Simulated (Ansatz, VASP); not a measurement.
One calculation of V, two programs

```xyz
2
Lattice="0.0000 2.5951 2.5951 2.5951 0.0000 2.5951 2.5951 2.5951 0.0000" Properties=species:S:1:pos:R:3 pbc="T T T"
V    -0.6488   -0.6488   -0.6488
V     0.6488    0.6488    0.6488
```

Alike in both runs: functional PBEsol; k mesh 14 × 14 × 14; occupations fermi-dirac, width 0.08 eV; no spin polarisation.

Ansatz relaxed the structure, and its values are those at the end. VASP's run is a single point on that final structure, the one shown.

|  | VASP | Ansatz |
| --- | --- | --- |
| version | VASP 6.6.1 | Ansatz 0.2.0 |
| potentials or method | VASP PAW PBE potentials, release 64 (V_sv) | PAW with Ansatz's default frozen-core files, scalar-relativistic |
| plane-wave cutoff (eV) | 520 | 420 |
| valence electrons in the cell | 26 | 26 |

Ansatz gave:

* pressure (GPa): 0.0

Q: Which values does VASP return?

A: Pressure (GPa): 0.7.

VASP's potentials were made for PBE, not for PBEsol. With one functional, cell and mesh, what is left measures potentials, basis and numerics.
